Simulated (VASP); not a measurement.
Write the native input for VASP 6.6.1 that does the following.

| Item | Value |
| --- | --- |
| Task | single point |
| Functional | PBEsol |
| Potentials or basis | VASP PAW PBE potentials, release 64 (Co) |
| Cutoff | 520 eV |
| k mesh | 24 × 24 × 8 |
| Occupations | gaussian, width 0.1 eV |
| Spin | collinear spin, ferromagnetic start |
| Starting moments | [1.83, 1.83, 1.83, 1.83] μB |
| Dipole correction | no |
| Further INCAR settings | ALGO = Normal; EDIFF = 1e-07; NBANDS = 30 |

The structure of Co lies in POSCAR:

```
Co
1.0
    2.5043152919      0.0000000000      0.0000000000
   -1.2521576459      2.1688006618      0.0000000000
    0.0000000000      0.0000000000      7.8692627690
Co
4
Direct
    0.0000000000      0.0000000000      0.0000000000
    0.3333333333      0.6666666667      0.2500000000
    0.0000000000      0.0000000000      0.5000000000
    0.6666666667      0.3333333333      0.7500000000
```

This cell differs from its parent crystal: biaxial strain in the a-b plane: +2.0 %.

These files were run (other wordings do the same):

INCAR

```
SYSTEM = Co
PREC     = Accurate       ! precision mode
ENCUT    = 520            ! plane-wave cutoff, eV
EDIFF    = 1E-7           ! SCF threshold, eV
ISMEAR   = 0              ! smearing method
SIGMA    = 0.1            ! smearing width, eV
LREAL    = .False.        ! projectors in reciprocal space
LASPH    = .True.         ! aspherical terms in the spheres
NELM     = 150            ! most SCF steps
ALGO     = Normal         ! electronic algorithm
ISIF     = 2              ! what is computed and relaxed
LWAVE    = .False.        ! write WAVECAR
LCHARG   = .False.        ! write CHGCAR
ISPIN    = 2              ! spin polarisation
MAGMOM   = 1.83 1.83 1.83 1.83 ! initial moments
LORBIT   = 11             ! projections on sites
LMAXMIX  = 4              ! l up to which the mixer works
GGA      = PS             ! functional
NBANDS   = 30             ! bands
```

KPOINTS

```
Automatic mesh
0
Gamma
  24 24 8
  0 0 0
```

Potentials or basis: VASP PAW PBE potentials, release 64 (Co).

Run with:

```console
$ cat potpaw_PBE.64/Co/POTCAR > POTCAR
$ mpirun -np 1 vasp_std > vasp.out
```

Results of the run:

| Item | Value |
| --- | --- |
| Pressure | -6.7 GPa |
| Net moment | 6.45 μB per cell |
| Site moments | Co +1.62, +1.63 (each value once) μB |
| Valence electrons inside the program's atomic spheres | Co 8.30 |

Caveat: the cell differs from its parent crystal (biaxial strain in the a-b plane: +2.0 %); the cell stands under tension; the PAW data sets were made with another functional, which shifts forces and pressure a little.

Wall time 24 min on 1 thread of Oxide Virtual Turin-like Processor (shared host), peak memory 0.54 GiB.
